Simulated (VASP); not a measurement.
Set up this calculation in VASP 6.6.1, as the native input.

| Item | Value |
| --- | --- |
| Task | single point |
| Functional | PBE |
| Dispersion | D3(BJ) |
| Potentials or basis | VASP PAW PBE potentials, release 64 (Zn, O) |
| Cutoff | 520 eV |
| k mesh | 12 × 12 × 6 |
| Occupations | gaussian, width 0.05 eV |
| Spin | no spin polarisation |
| Dipole correction | no |
| Further INCAR settings | ALGO = Normal; EDIFF = 1e-06; NBANDS = 26 |

The structure of ZnO lies in POSCAR:

```
ZnO
1.0
    3.3110242054      0.0000000000      0.0000000000
   -1.6555121027      2.8674310745      0.0000000000
    0.0000000000      0.0000000000      6.0032290732
Zn O
2 2
Direct
    0.0000000000      0.0000000000      0.7500000000
    0.0000000000      0.0000000000      0.2500000000
    0.3333333333      0.6666666667      0.2500000000
    0.6666666667      0.3333333333      0.7500000000
```

This cell differs from its parent crystal: ratio of the length along z to the lengths across it x 0.96, volume and fractional coordinates fixed.

One way to write it, as run:

INCAR

```
SYSTEM = ZnO
PREC     = Accurate       ! precision mode
ENCUT    = 520            ! plane-wave cutoff, eV
EDIFF    = 1E-6           ! SCF threshold, eV
ISMEAR   = 0              ! smearing method
SIGMA    = 0.05           ! smearing width, eV
LREAL    = .False.        ! projectors in reciprocal space
LASPH    = .True.         ! aspherical terms in the spheres
NELM     = 80             ! most SCF steps
ALGO     = Normal         ! electronic algorithm
ISIF     = 2              ! what is computed and relaxed
LWAVE    = .False.        ! write WAVECAR
LCHARG   = .False.        ! write CHGCAR
GGA      = PE             ! functional
IVDW     = 12             ! dispersion correction
NBANDS   = 26             ! bands
```

KPOINTS

```
regular mesh
0
Gamma
  12 12 6
  0 0 0
```

Potentials or basis: VASP PAW PBE potentials, release 64 (Zn, O).

Launch:

```bash
$ cat potpaw_PBE.64/Zn/POTCAR potpaw_PBE.64/O/POTCAR > POTCAR
$ mpirun -np 1 vasp_std > vasp.out
```

Results of the run:

The pressure is -3.0 GPa. The band gap on the k mesh is 0.64 eV. The dispersion energy per atom is -0.188 eV.

Caveat: the stress differs along the axes, from -5 to 1 GPa; semilocal functionals underestimate gaps, and a narrow one can read as zero.

It took 3.3 min on 1 thread of Intel Xeon 8259CL, with other jobs on the host, peak memory 0.25 GiB.
